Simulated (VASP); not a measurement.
# Ta3N (P-3m1) in VASP: further runs

The runs below take Ta3N through single point, with PBEsol+U.

All numbers are computed with VASP 6.6.1; they aren't measurements. Logs are shortened: lines on timing, memory, paths and dates and some standing lists are left out, and cuts for length are marked.

**1. The cell of the first run**

Symmetry: P-3m1, No. 164, trigonal system. Conventional cell: a = 3.001 Å, b = 3.001 Å, c = 7.545 Å, α = 90.00°, β = 90.00°, γ = 120.00°. Ta (site symmetry 3m) has 3 N at 2.17 Å within 2.9 Å. Within 4.0 Å of Ta (site symmetry -3m) lie 12 Ta at 3.00 to 3.01 Å and 2 N at 3.77 Å. Within 2.9 Å of N (site symmetry -3m) lie 6 Ta at 2.17 Å.

**2. Single point, PBEsol+U**

The input, INCAR:

```
  ALGO = Normal
  EDIFF = 1E-7
  ENCUT = 520
  GGA = PS
  ISIF = 2
  ISMEAR = -1
  LASPH = True
  LCHARG = False
  LDAU = True
  LDAUJ = 0 0
  LDAUL = 2 -1
  LDAUPRINT = 1
  LDAUTYPE = 2
  LDAUU = 4 0
  LMAXMIX = 4
  LREAL = False
  LWAVE = False
  NBANDS = 27
  NELM = 150
  PREC = Accurate
  SIGMA = 0.05
```

The input, KPOINTS:

```
k-points
0
Gamma
  10 10 4
```

The input, POSCAR:

```
Ta3N
1.0
    3.0007497031      0.0000000000      0.0000000000
   -1.5003748516      2.5987254733      0.0000000000
    0.0000000000      0.0000000000      7.5448342701
Ta N
3 1
Direct
    0.6666666667      0.3333333333      0.8266008857
    0.3333333333      0.6666666667      0.1733991143
    0.0000000000      0.0000000000      0.5000000000
    0.0000000000      0.0000000000      0.0000000000
```

Potentials or basis: VASP PAW PBE potentials, release 64 (Ta_pv, N).

On the command line:

```bash
$ cat potpaw_PBE.64/Ta_pv/POTCAR potpaw_PBE.64/N/POTCAR > POTCAR
$ mpirun -np 1 vasp_std > vasp.out
```

OUTCAR:

```text
EDIFF = 1E-7
   ENCUT = 520
   GGA = PS
   ISIF = 2
   ISMEAR = -1
   LASPH = True
   LREAL = False
   NELM = 150
   PREC = Accurate

 ion  position               nearest neighbor table
   1  0.667  0.333  0.827-   4 2.17   4 2.17   4 2.17   3 3.01   3 3.01   3 3.01   2 3.14   2 3.14
                             2 3.14
   2  0.333  0.667  0.173-   4 2.17   4 2.17   4 2.17   3 3.01   3 3.01   3 3.01   1 3.14   1 3.14
                             1 3.14
   3  0.000  0.000  0.500-   1 3.01   2 3.01   1 3.01   2 3.01   1 3.01   2 3.01
   4  0.000  0.000  0.000-   1 2.17   2 2.17   1 2.17   2 2.17   1 2.17   2 2.17

  LATTYP: Found a hexagonal cell.
 ALAT       =     3.0007497031
 C/A-ratio  =     2.5143164264

  Lattice vectors:

 A1 = (   3.0007497031,   0.0000000000,   0.0000000000)
 A2 = (  -1.5003748516,   2.5987254733,   0.0000000000)
 A3 = (   0.0000000000,   0.0000000000,   7.5448342701)

Analysis of symmetry for initial positions (statically):
=====================================================================
 Subroutine PRICEL returns:
 Original cell was already a primitive cell.

 Routine SETGRP: Setting up the symmetry group for a
 hexagonal supercell.

 Subroutine GETGRP returns: Found 12 space group operations
 (whereof 12 operations were pure point group operations)
 out of a pool of 24 trial point group operations.

The static configuration has the point symmetry D_3d.

Analysis of symmetry for dynamics (positions and initial velocities):
=====================================================================
 Subroutine PRICEL returns:
 Original cell was already a primitive cell.

 Routine SETGRP: Setting up the symmetry group for a
 hexagonal supercell.

 Subroutine GETGRP returns: Found 12 space group operations
 (whereof 12 operations were pure point group operations)
 out of a pool of 24 trial point group operations.

The dynamic configuration has the point symmetry D_3d.
[... 128 lines left out ...]
 LDA+U is selected, type is set to LDAUTYPE =  2
   angular momentum for each species LDAUL =     2   -1
   U (eV)           for each species LDAUU =   4.0  0.0
   J (eV)           for each species LDAUJ =   0.0  0.0
   GGA     = PS    functional components
   LHFCALC =     F    Hartree Fock is set to
   AEXX    =    0.0000 exact exchange contribution
   IVDW    =     0    specifies the selected vdW correction
   LEPSILON=     F    determine dielectric tensor
   LRPA    =     F    only Hartree local field effects (RPA)
 non-spin polarized calculation
  energy-cutoff  :      520.00
  volume of cell :       58.84
 maximum number of plane-waves:      1618
 NGX is ok and might be reduce to    24
   NGX = 11   NGY = 11   NGZ = 29

atom =   1  type =  1  l = 2

 onsite density matrix

spin component  1
[... 83 lines left out ...]
  o =  0.1447  v = -0.4391  0.4911  0.0000  0.6829 -0.3157  0.0000  0.0000  0.0000  0.0000  0.0000      0.0000  0.0000  0.0000  0.0000  0.0000  0.0000  0.0000  0.0000  0.0000  0.0000
  o =  0.1447  v =  0.0000  0.0000  0.0000  0.0000  0.0000 -0.4391  0.4911  0.0000  0.6829 -0.3157      0.0000  0.0000  0.0000  0.0000  0.0000  0.0000  0.0000  0.0000  0.0000  0.0000
  o =  0.1447  v = -0.3157 -0.6829  0.0000  0.4911  0.4391  0.0000  0.0000  0.0000  0.0000  0.0000      0.0000  0.0000  0.0000  0.0000  0.0000  0.0000  0.0000  0.0000  0.0000  0.0000
  o =  0.1447  v =  0.0000  0.0000  0.0000  0.0000  0.0000 -0.3157 -0.6829  0.0000  0.4911  0.4391      0.0000  0.0000  0.0000  0.0000  0.0000  0.0000  0.0000  0.0000  0.0000  0.0000
  o =  0.2387  v =  0.0000  0.0000  0.0000  0.0000  0.0000  0.6829  0.3158 -0.0000  0.4391  0.4911      0.0000  0.0000  0.0000  0.0000  0.0000  0.0000  0.0000  0.0000  0.0000  0.0000
  o =  0.2387  v =  0.6829  0.3158 -0.0000  0.4391  0.4911  0.0000  0.0000  0.0000  0.0000  0.0000      0.0000  0.0000  0.0000  0.0000  0.0000  0.0000  0.0000  0.0000  0.0000  0.0000
  o =  0.2387  v =  0.0000  0.0000  0.0000  0.0000  0.0000  0.4911 -0.4391 -0.0000  0.3158 -0.6829      0.0000  0.0000  0.0000  0.0000  0.0000  0.0000  0.0000  0.0000  0.0000  0.0000
  o =  0.2387  v =  0.4911 -0.4391 -0.0000  0.3158 -0.6829  0.0000  0.0000  0.0000  0.0000  0.0000      0.0000  0.0000  0.0000  0.0000  0.0000  0.0000  0.0000  0.0000  0.0000  0.0000
  o =  0.2869  v =  0.0000  0.0000  1.0000  0.0000  0.0000  0.0000  0.0000  0.0000  0.0000  0.0000      0.0000  0.0000  0.0000  0.0000  0.0000  0.0000  0.0000  0.0000  0.0000  0.0000
  o =  0.2869  v =  0.0000  0.0000  0.0000  0.0000  0.0000  0.0000  0.0000  1.0000  0.0000  0.0000      0.0000  0.0000  0.0000  0.0000  0.0000  0.0000  0.0000  0.0000  0.0000  0.0000

 number of electron      37.9999996 magnetization

 Free energy of the ion-electron system (eV)
  ---------------------------------------------------
  ext. energy  EPLUGINS =         0.00000000
  ---------------------------------------------------
  free energy    TOTEN  =       -37.84131221 eV

  energy without entropy =      -37.81555138  energy(sigma->0) =      -37.82843179

 E-fermi :   7.2069     XC(G=0): -12.9285

 val. band max:        7.2002450832   @ k =   0.1000   0.0000   0.2500
 cond. band min:       7.2216445747   @ k =   0.5000   0.0000   0.0000
 fundamental gap:      0.0213994915
 Fermi energy:         7.2068757062

 k-point     1 :       0.0000    0.0000    0.0000
  band No.  band energies     occupation
      1     -28.7772      2.00000
      2     -28.4793      2.00000
      3     -28.1167      2.00000
      4     -28.1167      2.00000
      5     -28.0875      2.00000
      6     -28.0875      2.00000
[... 709 lines left out ...]
     26      12.4875      0.00000
     27      13.0318      0.00000

 [... further k-points ...]
[... 5 lines left out ...]
  --------------------------------------------------------------------------------------
  -------------------------------------------------------------------------------------
  Total        3.6121847      3.6121847      3.2454524     -0.0000000      0.0000000     -0.0000000
  in kB       98.3650136     98.3650136     88.3783627     -0.0000000      0.0000000     -0.0000000
  external PRESSURE =      95.0361300 kB  Pullay stress =       0.0000000 kB

 VOLUME and BASIS-vectors are now :
 -----------------------------------------------------------------------------
  energy-cutoff  :      520.00
  volume of cell :       58.84
      direct lattice vectors                 reciprocal lattice vectors
     3.000749703  0.000000000  0.000000000     0.333250054  0.192402008  0.000000000
    -1.500374852  2.598725473  0.000000000     0.000000000  0.384804017  0.000000000
     0.000000000  0.000000000  7.544834270     0.000000000  0.000000000  0.132541016

 POSITION                                       TOTAL-FORCE (eV/Angst)
 -----------------------------------------------------------------------------------
      1.50037      0.86624      6.23657         0.000000      0.000000     -0.395632
     -0.00000      1.73248      1.30827        -0.000000      0.000000      0.395632
      0.00000      0.00000      3.77242        -0.000000      0.000000      0.000000
      0.00000      0.00000      0.00000        -0.000000      0.000000      0.000000
 -----------------------------------------------------------------------------------
    total drift:                               -0.000000      0.000000     -0.000000

  FREE ENERGIE OF THE ION-ELECTRON SYSTEM (eV)
  ---------------------------------------------------
  free  energy   TOTEN  =       -37.8413122076 eV

  energy  without entropy=      -37.8155513754  energy(sigma->0) =      -37.82843179
```

OSZICAR:

```text
N       E                     dE             d eps       ncg     rms          rms(c)
DAV:   1     0.341718810763E+03    0.34172E+03   -0.21291E+04  2700   0.147E+03
DAV:   2    -0.268185328820E+02   -0.36854E+03   -0.36067E+03  3034   0.426E+02
DAV:   3    -0.421960264693E+02   -0.15377E+02   -0.15046E+02  3424   0.804E+01
DAV:   4    -0.424179737686E+02   -0.22195E+00   -0.22093E+00  3418   0.945E+00
DAV:   5    -0.424204740996E+02   -0.25003E-02   -0.24976E-02  3467   0.917E-01    0.299E+01
DAV:   6    -0.384134163313E+02    0.40071E+01   -0.15333E+01  3500   0.241E+01    0.137E+01
DAV:   7    -0.379579371096E+02    0.45548E+00   -0.23588E+00  3407   0.916E+00    0.544E+00
DAV:   8    -0.379509182506E+02    0.70189E-02   -0.21665E+00  3492   0.601E+00    0.192E+00
DAV:   9    -0.378408971165E+02    0.11002E+00   -0.76022E-01  3473   0.582E+00    0.663E-01
DAV:  10    -0.378412264578E+02   -0.32934E-03   -0.23060E-02  3304   0.901E-01    0.222E-01
DAV:  11    -0.378412325691E+02   -0.61113E-05   -0.25876E-03  3702   0.360E-01    0.827E-02
DAV:  12    -0.378413104159E+02   -0.77847E-04   -0.34717E-04  3461   0.116E-01    0.278E-02
DAV:  13    -0.378413109833E+02   -0.56736E-06   -0.47054E-05  3596   0.347E-02    0.110E-02
DAV:  14    -0.378413120712E+02   -0.10879E-05   -0.12462E-05  3493   0.183E-02    0.332E-03
DAV:  15    -0.378413122260E+02   -0.15474E-06   -0.13322E-06  3082   0.651E-03    0.159E-03
DAV:  16    -0.378413122076E+02    0.18346E-07   -0.25996E-07  2700   0.291E-03
   1 F= -.37841312E+02 E0= -.37828432E+02  d E =-.257608E-01
```

Run time: 71 s. Hardware: 1 thread of Intel Xeon 6975P-C, shared host; peak memory 0.22 GiB.

Results:

```yaml
Free_energy: -37.8413 eV
Pressure: 9.5 GPa
Largest_force: 0.396 eV/Å
Band_gap_on_the_k_mesh: zero (band 19 reaches 7.37 eV, above the bottom of band 20 at 6.91 eV)
```

Forces in eV/Å, atoms in the order of the input:
```
Ta   0.000  0.000 -0.396
Ta   0.000  0.000  0.396
Ta   0.000  0.000  0.000
N    0.000  0.000  0.000
```

Levels at points of the mesh, in eV from the Fermi level:
| k point | band 16 | band 17 | band 18 | band 19 | band 20 | band 21 | band 22 | band 23 |
| --- | --- | --- | --- | --- | --- | --- | --- | --- |
| (0.00, 0.00, 0.00) | -1.89 | -0.46 | -0.33 | -0.33 | 0.48 | 0.48 | 0.84 | 2.01 |
| (0.50, 0.00, 0.00) | -3.22 | -1.45 | -0.62 | 0.01 | 0.64 | 1.01 | 3.75 | 4.16 |
| (0.00, 0.00, 0.50) | -1.52 | -1.31 | -0.15 | -0.15 | 0.71 | 0.71 | 1.13 | 1.53 |
| (0.50, 0.00, 0.50) | -3.00 | -1.60 | -1.35 | -0.09 | 0.83 | 1.54 | 2.69 | 4.65 |

Eigenvalues of the final occupation matrices:
| site | spin | trace | eigenvalues |
| --- | --- | --- | --- |
| site 1 d | 1 | 1.14 | 0.21 0.21 0.24 0.24 0.25 |
| site 1 d | 2 | 1.14 | 0.21 0.21 0.24 0.24 0.25 |
| site 2 d | 1 | 1.14 | 0.21 0.21 0.24 0.24 0.25 |
| site 2 d | 2 | 1.14 | 0.21 0.21 0.24 0.24 0.25 |
| site 3 d | 1 | 1.05 | 0.14 0.14 0.24 0.24 0.29 |
| site 3 d | 2 | 1.05 | 0.14 0.14 0.24 0.24 0.29 |

Caveat: the PAW data sets were made with another functional, which shifts forces and pressure a little; spin-orbit coupling is left out, which moves the levels of the heavy elements; U without spin polarisation on a metal has little footing.

**3. Single point, PBEsol+U**

This run uses another cell than the first one, of 14.78 Å³/atom, 1.005 times its volume.

The input, INCAR:

```
SYSTEM = Ta3N
  ALGO = Normal
  EDIFF = 1E-6
  ENCUT = 520
  GGA = PS
  ISIF = 2
  ISMEAR = -1
  LASPH = .True.
  LCHARG = .False.
  LDAU = .True.
  LDAUJ = 0 0
  LDAUL = 2 -1
  LDAUPRINT = 1
  LDAUTYPE = 2
  LDAUU = 5 0
  LMAXMIX = 4
  LREAL = .False.
  LWAVE = .False.
  NBANDS = 27
  NELM = 150
  PREC = Accurate
  SIGMA = 0.05
```

The input, KPOINTS:

```
k-points
0
Gamma
  10 10 4
  0 0 0
```

The input, POSCAR:

```
Ta3N
1.0
    2.9952813603      0.0000000000      0.0000000000
   -1.4976406802      2.5939897495      0.0000000000
    0.0000000000      0.0000000000      7.6081672752
Ta N
3 1
Direct
    0.6666666667      0.3333333333      0.8259979844
    0.3333333333      0.6666666667      0.1740020156
    0.0000000000      0.0000000000      0.5000000000
    0.0000000000      0.0000000000      0.0000000000
```

Potentials or basis: VASP PAW PBE potentials, release 64 (Ta_pv, N).

On the command line:

```bash
$ cat potpaw_PBE.64/Ta_pv/POTCAR potpaw_PBE.64/N/POTCAR > POTCAR
$ mpirun -np 1 vasp_std > vasp.out
```

Wall time 60 s (1 thread of Intel Xeon 6975P-C, shared host); peak memory 0.22 GiB.

Results (log left out):

```
Free energy            : -35.3061 eV
Pressure               : 11.5 GPa
Largest force          : 0.496 eV/Å
Band gap on the k mesh : zero (band 19 reaches 7.53 eV, above the bottom of band 20 at 7.02 eV)
```

Forces on the atoms (eV/Å):
```
Ta   0.000  0.000 -0.496
Ta   0.000  0.000  0.496
Ta   0.000  0.000  0.000
N    0.000  0.000  0.000
```

Stress tensor (GPa, compression positive):
```
12.09  0.00  0.00
 0.00 12.09  0.00
 0.00  0.00 10.28
```

Levels at points of the mesh, in eV from the Fermi level:
```csv
k point,band 16,band 17,band 18,band 19,band 20,band 21,band 22,band 23
"(0.00, 0.00, 0.00)",-2.04,-0.53,-0.23,-0.23,0.57,0.57,0.75,2.02
"(0.50, 0.00, 0.00)",-3.22,-1.51,-0.65,-0.11,0.55,1.13,3.86,4.13
"(0.00, 0.00, 0.50)",-1.62,-1.37,-0.07,-0.07,0.77,0.77,1.04,1.59
"(0.50, 0.00, 0.50)",-2.99,-1.67,-1.40,-0.17,0.73,1.67,2.75,4.74
```

Eigenvalues of the final occupation matrices:
```
    site  spin  trace               eigenvalues
site 1 d     1   1.12  0.20 0.20 0.23 0.23 0.25
site 1 d     2   1.12  0.20 0.20 0.23 0.23 0.25
site 2 d     1   1.12  0.20 0.20 0.23 0.23 0.25
site 2 d     2   1.12  0.20 0.20 0.23 0.23 0.25
site 3 d     1   1.03  0.14 0.14 0.23 0.23 0.29
site 3 d     2   1.03  0.14 0.14 0.23 0.23 0.29
```

Caveat: the PAW data sets were made with another functional, which shifts forces and pressure a little; spin-orbit coupling is left out, which moves the levels of the heavy elements; U without spin polarisation on a metal has little footing.
